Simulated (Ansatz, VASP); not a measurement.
Two plane-wave programs on TiO2

INCAR

```
PREC     = Accurate       # precision mode
ENCUT    = 520            # plane-wave cutoff, eV
EDIFF    = 1E-6           # SCF threshold, eV
ISMEAR   = 0              # smearing method
SIGMA    = 0.01           # smearing width, eV
LREAL    = False          # projectors in reciprocal space
LASPH    = True           # aspherical terms in the spheres
NELM     = 60             # most SCF steps
ALGO     = Normal         # electronic algorithm
ISIF     = 2              # what is computed and relaxed
LWAVE    = False          # write WAVECAR
LCHARG   = False          # write CHGCAR
GGA      = PE             # functional
NBANDS   = 33             # bands
```

Contents of KPOINTS:

```
regular mesh
0
Gamma
  4 4 6
```

File POSCAR:

```
TiO2
1.0
    4.5613789371      0.0000000000      0.0000000000
    0.0000000000      4.5613789371      0.0000000000
    0.0000000000      0.0000000000      2.9375510798
Ti O
2 4
Direct
    0.0000000000      0.0000000000      0.0000000000
    0.5000000000      0.5000000000      0.5000000000
    0.3049600000      0.3049600000      0.0000000000
    0.1950400000      0.8049600000      0.5000000000
    0.6950400000      0.6950400000      0.0000000000
    0.8049600000      0.1950400000      0.5000000000
```

Input for Ansatz:

```yaml
crystal:
  lattice:
    - [4.561378937115278, 0.0, 0.0]
    - [0.0, 4.561378937115278, 0.0]
    - [0.0, 0.0, 2.9375510797928492]
  atoms:
    - { symbol: Ti, position: [0.0, 0.0, 0.0] }
    - { symbol: Ti, position: [0.5, 0.5, 0.5] }
    - { symbol: O, position: [0.30496, 0.30496, 0.0] }
    - { symbol: O, position: [0.19504, 0.80496, 0.5] }
    - { symbol: O, position: [0.69504, 0.69504, 0.0] }
    - { symbol: O, position: [0.80496, 0.19504, 0.5] }
basis:
  ecutwfc: 500.0
kpoints:
  mp_grid:
    grid: [4, 4, 6]
hamiltonian:
  xc: pbe
  pseudopotentials:
    kind: paw
scf:
  occupations:
    method: fixed
output:
  stress: true
```

Alike in both runs: task single point; functional PBE; k mesh 4 × 4 × 6; no spin polarisation.

|  | VASP | Ansatz |
| --- | --- | --- |
| version | VASP 6.6.1 | Ansatz 0.2.0 |
| potentials or method | VASP PAW PBE potentials, release 64 (Ti_sv, O), cutoff 520 eV | plane waves, PAW |
| occupations | gaussian, width 0.01 eV | fixed |
| valence electrons in the cell | 48 | 48 |

VASP gave:

```
pressure (GPa)                                                : 11.4
traceless stress, the component that is largest in VASP (GPa) : 0.60
```

Task: Estimate Ansatz's values.

Result: Pressure (GPa): 10.7; traceless stress, the component that is largest in VASP (GPa): 0.38.
